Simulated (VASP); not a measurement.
# Al in VASP: further runs

The runs below take Al through single point, with PBE.

Everything below comes from runs of VASP 6.6.1. Logs are shortened: lines on timing, memory, paths and dates and some standing lists are left out, and cuts for length are marked.

## 1. The cell of the first run

The cell holds a slab with vacuum, 3 atoms: a = 2.864 Å, b = 2.864 Å, c = 16.050 Å, α = 90.00°, β = 90.00°, γ = 90.00°.

## 2. Single point, PBE

INCAR reads:

```
SYSTEM = Al
ALGO = Normal
DIPOL = 0.5 0.5 0.500
EDIFF = 1E-6
ENCUT = 400
GGA = PE
GGA_COMPAT = .False.
IDIPOL = 3
ISIF = 2
ISMEAR = 1
LASPH = .True.
LCHARG = .False.
LDIPOL = .True.
LREAL = .False.
LWAVE = .False.
NBANDS = 12
NELM = 120
NELMDL = -8
PREC = Accurate
SIGMA = 0.1
```

KPOINTS reads:

```
k-points
0
Gamma
  7 7 1
  0 0 0
```

POSCAR reads:

```
Al
1.0
    2.8635066922      0.0000000000      0.0000000000
    0.0000000000      2.8635066922      0.0000000000
    0.0000000000      0.0000000000     16.0496100000
Al
3
Direct
    0.0000000000      0.0000000000      0.3738408597
    0.5000000000      0.5000000000      0.5000000000
    1.0000000000      0.0000000000      0.6261591403
```

Potentials or basis: VASP PAW PBE potentials, release 64 (Al).

Started as:

```sh
$ cat potpaw_PBE.64/Al/POTCAR > POTCAR
$ mpirun -np 1 vasp_std > vasp.out
```

OUTCAR:

```text
SYSTEM = Al
   EDIFF = 1E-6
   ENCUT = 400
   GGA = PE
   ISIF = 2
   ISMEAR = 1
   LASPH = .True.
   LREAL = .False.
   NELM = 120
   NELMDL = -8
   PREC = Accurate

 ion  position               nearest neighbor table
   1  0.000  0.000  0.374-   2 2.86   2 2.86   2 2.86   2 2.86
   2  0.500  0.500  0.500-   1 2.86   3 2.86   1 2.86   3 2.86   1 2.86   3 2.86   1 2.86   3 2.86

   3  0.000  0.000  0.626-   2 2.86   2 2.86   2 2.86   2 2.86

  LATTYP: Found a simple tetragonal cell.
 ALAT       =     2.8635066922
 C/A-ratio  =     5.6048795149

  Lattice vectors:

 A1 = (   2.8635066922,   0.0000000000,   0.0000000000)
 A2 = (   0.0000000000,   2.8635066922,   0.0000000000)
 A3 = (   0.0000000000,   0.0000000000,  16.0496100000)

Analysis of symmetry for initial positions (statically):
=====================================================================
 Subroutine PRICEL returns:
 Original cell was already a primitive cell.

 Routine SETGRP: Setting up the symmetry group for a
 simple tetragonal supercell.

 Subroutine GETGRP returns: Found 16 space group operations
 (whereof 16 operations were pure point group operations)
 out of a pool of 16 trial point group operations.

The static configuration has the point symmetry D_4h.

Analysis of symmetry for dynamics (positions and initial velocities):
=====================================================================
 Subroutine PRICEL returns:
 Original cell was already a primitive cell.

 Routine SETGRP: Setting up the symmetry group for a
 simple tetragonal supercell.

 Subroutine GETGRP returns: Found 16 space group operations
 (whereof 16 operations were pure point group operations)
 out of a pool of 16 trial point group operations.

The dynamic configuration has the point symmetry D_4h.

 Subroutine INISYM returns: Found 16 space group operations
 (whereof 16 operations are pure point group operations),
 and found     1 'primitive' translations

----------------------------------------------------------------------------------------

                                     Primitive cell

  volume of cell :     131.6015

  direct lattice vectors                    reciprocal lattice vectors
     2.863506692  0.000000000  0.000000000     0.349222163  0.000000000  0.000000000
     0.000000000  2.863506692  0.000000000     0.000000000  0.349222163  0.000000000
     0.000000000  0.000000000 16.049610000     0.000000000  0.000000000  0.062306810

  length of vectors
     2.863506692  2.863506692 16.049610000     0.349222163  0.349222163  0.062306810

  position of ions in fractional coordinates (direct lattice)
     0.000000000  0.000000000  0.373840860
     0.500000000  0.500000000  0.500000000
     0.000000000  0.000000000  0.626159140

  ion indices of the primitive-cell ions
   primitive index   ion index
                 1           1
                 2           2
                 3           3

----------------------------------------------------------------------------------------

 KPOINTS: k-points

Automatic generation of k-mesh.
 Grid dimensions read from file:
 generate k-points for:    7    7    1

 Generating k-lattice:

  Cartesian coordinates                     Fractional coordinates (reciprocal lattice)
     0.049888880  0.000000000  0.000000000     0.142857143  0.000000000  0.000000000
     0.000000000  0.049888880  0.000000000     0.000000000  0.142857143  0.000000000
     0.000000000  0.000000000  0.062306810     0.000000000  0.000000000  1.000000000

  Length of vectors
     0.049888880  0.049888880  0.062306810

  Shift w.r.t. Gamma in fractional coordinates (k-lattice)
     0.000000000  0.000000000  0.000000000

 Subroutine IBZKPT returns following result:
 ===========================================

 Found     10 irreducible k-points:

 Following reciprocal coordinates:
            Coordinates               Weight
  0.000000  0.000000  0.000000      1.000000
  0.142857  0.000000  0.000000      4.000000
  0.285714  0.000000  0.000000      4.000000
  0.428571  0.000000  0.000000      4.000000
  0.142857  0.142857  0.000000      4.000000
  0.285714  0.142857  0.000000      8.000000
  0.428571  0.142857  0.000000      8.000000
  0.285714  0.285714  0.000000      4.000000
  0.428571  0.285714  0.000000      8.000000
  0.428571  0.428571  0.000000      4.000000
   k-points           NKPTS =     10   k-points in BZ     NKDIM =     10   number of bands    NBANDS=     12
   number of dos      NEDOS =    301   number of ions     NIONS =      3
   total plane-waves  NPLWV =  43200
   dimension x,y,z NGX =    20 NGY =   20 NGZ =  108
   dimension x,y,z NGXF=    40 NGYF=   40 NGZF=  216
   ions per type =               3
   NGX,Y,Z   is equivalent  to a cutoff of  11.61, 11.61, 11.19 a.u.
   NGXF,Y,Z  is equivalent  to a cutoff of  23.22, 23.22, 22.37 a.u.
 SYSTEM =  Al
   PREC   = accura    normal or accurate (medium, high low for compatibility)
   ISTART =      0    job   : 0-new  1-cont  2-samecut
   ICHARG =      2    charge: 1-file 2-atom 10-const
   ISPIN  =      1    spin polarized calculation?
   LNONCOLLINEAR =      F non collinear calculations
   LSORBIT =      F    spin-orbit coupling
   LASPH  =      T    aspherical Exc in radial PAW
   ENCUT  =  400.0 eV  29.40 Ry    5.42 a.u.   4.67  4.67 26.17*2*pi/ulx,y,z
   NELM   =    120;   NELMIN=  2; NELMDL= -8     # of ELM steps
   EDIFF  = 0.1E-05   stopping-criterion for ELM
   LREAL  =      F    real-space projection
   EDIFFG = 0.1E-04   stopping-criterion for IOM
   NSW    =      0    number of steps for IOM
   IBRION =     -1    ionic relax: 0-MD 1-quasi-New 2-CG
   NFREE  =      0    steps in history (QN), initial steepest desc. (CG)
   ISIF   =      2    stress and relaxation
   ISYM   =      2    0-nonsym 1-usesym 2-fastsym
   POTIM  = 0.5000    time-step for ionic-motion
   TEBEG  =    0.0;   TEEND  =   0.0 temperature during run
   PSTRESS=    0.0 pullay stress
   NELECT =       9.0000    total number of electrons
   NUPDOWN=      -1.0000    fix difference up-down
   EMIN   =  10.00;   EMAX   =-10.00  energy-range for DOS
   EFERMI =   0.00;   METHOD = LEGACY
   ISMEAR =     1;   SIGMA  =   0.10  broadening in eV -4-tet -1-fermi 0-gaus
   EFERMI_NEDOS =   21; number of points for ismear=-14 and -15
   IALGO  =     38    algorithm
   IMIX   =      4    mixing-type and parameters
     AMIX     =   0.40;   BMIX     =  1.00
     AMIX_MAG =   1.60;   BMIX_MAG =  1.00
  volume/ion in A,a.u.               =      43.87       296.03
  Fermi-wavevector in a.u.,A,eV,Ry     =   0.669477  1.265127  6.098116  0.448199
  Thomas-Fermi vector in A             =   1.744703
   LORBIT       =      0    0 simple, 1 ext, 2 COOP (PROOUT), +10 PAW based schemes
   GGA     = PE    functional components
   LHFCALC =     F    Hartree Fock is set to
   AEXX    =    0.0000 exact exchange contribution
   IVDW    =     0    specifies the selected vdW correction
   LEPSILON=     F    determine dielectric tensor
   LRPA    =     F    only Hartree local field effects (RPA)
 non-spin polarized calculation
 Methfessel and Paxton  Order N= 1 SIGMA  =   0.10
  energy-cutoff  :      400.00
  volume of cell :      131.60
 maximum number of plane-waves:      2425
 NGX is ok and might be reduce to    20
   NGX =  9   NGY =  9   NGZ = 53

 number of electron       9.0000000 magnetization

 dipolmoment           0.000000      0.000000      0.000000 electrons x Angstroem

 Free energy of the ion-electron system (eV)
  ---------------------------------------------------
  ext. energy  EPLUGINS =         0.00000000
  ---------------------------------------------------
  free energy    TOTEN  =       -10.32361310 eV

  energy without entropy =      -10.32103135  energy(sigma->0) =      -10.32275252

 E-fermi :   0.2779     XC(G=0):  -5.0528

 val. band max:        0.2186488500   @ k =   0.4286   0.2857   0.0000
 cond. band min:       0.3237943290   @ k =   0.2857   0.1429   0.0000
 fundamental gap:      0.1051454791
 Fermi energy:         0.2779479862

 k-point     1 :       0.0000    0.0000    0.0000
  band No.  band energies     occupation
      1      -9.8355      2.00000
      2      -7.6709      2.00000
      3      -4.3156      2.00000
      4      -1.3404      2.00000
      5       2.4630      0.00000
      6       4.4149      0.00000
      7       4.7069      0.00000
      8       6.4596      0.00000
      9       6.7301      0.00000
     10       6.7301      0.00000
     11       7.5616      0.00000
     12       7.6754      0.00000

 k-point     2 :       0.1429    0.0000    0.0000
  band No.  band energies     occupation
      1      -9.4691      2.00000
      2      -7.3086      2.00000
      3      -3.9563      2.00000
      4      -0.9995      2.00000
      5       2.5890      0.00000
      6       2.9917      0.00000
      7       4.7286      0.00000
      8       4.8295      0.00000
      9       5.0768      0.00000
     10       7.0461      0.00000
     11       7.8198      0.00000
     12       8.0263      0.00000

 k-point     3 :       0.2857    0.0000    0.0000
  band No.  band energies     occupation
      1      -8.3755      2.00000
      2      -6.2274      2.00000
      3      -2.8880      2.00000
      4      -0.9509      2.00000
      5      -0.0192      2.00022
      6       1.1845     -0.00000
      7       3.7756      0.00000
      8       4.5893      0.00000
      9       5.8799      0.00000
     10       6.2081      0.00000
     11       7.3666      0.00000
     12       7.9948      0.00000

 k-point     4 :       0.4286    0.0000    0.0000
  band No.  band energies     occupation
      1      -6.5719      2.00000
      2      -4.4460      2.00000
      3      -4.0799      2.00000
      4      -1.9882      2.00000
      5      -1.1634      2.00000
      6       1.4108     -0.00000
      7       1.7102     -0.00000
      8       4.3980      0.00000
      9       5.7154      0.00000
     10       7.6985      0.00000
     11       7.9258      0.00000
     12       8.4170      0.00000

 k-point     5 :       0.1429    0.1429    0.0000
  band No.  band energies     occupation
      1      -9.1036      2.00000
      2      -6.9471      2.00000
      3      -3.5981      2.00000
      4      -0.6584      2.00000
      5       2.5166      0.00000
      6       3.0634      0.00000
      7       4.1243      0.00000
      8       4.5040      0.00000
      9       5.1397      0.00000
     10       5.4688      0.00000
     11       6.0623      0.00000
     12       7.6054      0.00000

 k-point     6 :       0.2857    0.1429    0.0000
  band No.  band energies     occupation
      1      -8.0128      2.00000
      2      -5.8685      2.00000
      3      -2.5332      2.00000
      4      -0.6349      2.00000
      5       0.3238      0.30712
      6       1.4827     -0.00000
      7       3.9809      0.00000
      8       4.4997      0.00000
      9       4.9431      0.00000
     10       6.2125      0.00000
     11       6.4553      0.00000
     12       6.5792      0.00000

 k-point     7 :       0.4286    0.1429    0.0000
  band No.  band energies     occupation
      1      -6.2142      2.00000
      2      -4.0918      2.00000
      3      -3.7318      2.00000
      4      -1.6458      2.00000
      5      -0.8146      2.00000
      6       1.7408     -0.00000
      7       2.0470     -0.00000
      8       4.7272      0.00000
      9       5.7785      0.00000
     10       6.3336      0.00000
     11       7.9047      0.00000
     12       8.1460      0.00000

 k-point     8 :       0.2857    0.2857    0.0000
  band No.  band energies     occupation
      1      -6.9306      2.00000
      2      -4.7984      2.00000
      3      -1.4795      2.00000
      4      -0.1945      2.00000
      5       1.2553     -0.00000
      6       1.3362     -0.00000
      7       1.8034     -0.00000
      8       3.4970      0.00000
      9       4.9589      0.00000
     10       5.1894      0.00000
     11       6.9632      0.00000
     12       7.6875      0.00000

 k-point     9 :       0.4286    0.2857    0.0000
  band No.  band energies     occupation
      1      -5.1491      2.00000
      2      -3.0389      2.00000
      3      -2.7107      2.00000
      4      -0.6450      2.00000
      5       0.2186      1.83369
      6       2.3676      0.00000
      7       2.6871      0.00000
      8       3.0059      0.00000
      9       4.4886      0.00000
     10       4.7253      0.00000
     11       5.6725      0.00000
     12       6.6063      0.00000

 k-point    10 :       0.4286    0.4286    0.0000
  band No.  band energies     occupation
      1      -3.4130      2.00000
      2      -1.5465      2.00000
      3      -1.3311      2.00000
      4      -0.1584      2.00000
      5       0.4542     -0.03184
      6       1.6927     -0.00000
      7       1.8841     -0.00000
      8       1.9629     -0.00000
      9       3.6322      0.00000
     10       3.7114      0.00000
     11       4.7591      0.00000
     12       5.0182      0.00000

------------------------ aborting loop because EDIFF is reached ----------------------------------------

 vacuum level on the upper side and lower side of the slab       (xc-potential included)        -0.201        -0.201

  FORCE on cell =-STRESS in cart. coord.  units (eV):
  Direction    XX          YY          ZZ          XY          YZ          ZX
  --------------------------------------------------------------------------------------
  -------------------------------------------------------------------------------------
  Total       -1.3328762     -1.3328762     -0.0457599      0.0000000      0.0000000     -0.0000000
  in kB      -16.2270470    -16.2270470     -0.5571024      0.0000000      0.0000000     -0.0000000
  external PRESSURE =     -11.0037321 kB  Pullay stress =       0.0000000 kB

 VOLUME and BASIS-vectors are now :
 -----------------------------------------------------------------------------
  energy-cutoff  :      400.00
  volume of cell :      131.60
      direct lattice vectors                 reciprocal lattice vectors
     2.863506692  0.000000000  0.000000000     0.349222163  0.000000000  0.000000000
     0.000000000  2.863506692  0.000000000     0.000000000  0.349222163  0.000000000
     0.000000000  0.000000000 16.049610000     0.000000000  0.000000000  0.062306810

 POSITION                                       TOTAL-FORCE (eV/Angst)
 -----------------------------------------------------------------------------------
      0.00000      0.00000      6.00000         0.000000     -0.000000      0.010047
      1.43175      1.43175      8.02481        -0.000000      0.000000      0.000000
      0.00000      0.00000     10.04961        -0.000000      0.000000     -0.010047
 -----------------------------------------------------------------------------------
    total drift:                               -0.000000     -0.000000      0.000000

  FREE ENERGIE OF THE ION-ELECTRON SYSTEM (eV)
  ---------------------------------------------------
  free  energy   TOTEN  =       -10.3236131044 eV

  energy  without entropy=      -10.3210313515  energy(sigma->0) =      -10.32275252

 vacuum level on the upper side and lower side of the slab         4.527         4.527
```

It took 14 s on 1 thread of Intel Xeon Platinum 8259CL at 2.50GHz (Skylake/Cascade Lake), shared host; peak memory 0.18 GiB.

Results:

* Free energy: -10.3236 eV
* Largest force: 0.010 eV/Å
* Band gap on the k mesh: zero (an odd number of electrons rules out a gap without spin polarisation)

Forces on the atoms (eV/Å):
```
Al   0.000  0.000  0.010
Al   0.000  0.000  0.000
Al   0.000  0.000 -0.010
```

Levels at points of the mesh, in eV from the Fermi level:
```csv
k point,band 1,band 2,band 3,band 4,band 5,band 6,band 7,band 8
"(0.00, 0.00, 0.00)",-10.11,-7.95,-4.59,-1.62,2.19,4.14,4.43,6.18
```

(Continued in part 2 of 2.)

The gap in the log of VASP goes by the Fermi energy; the results here count the filled bands.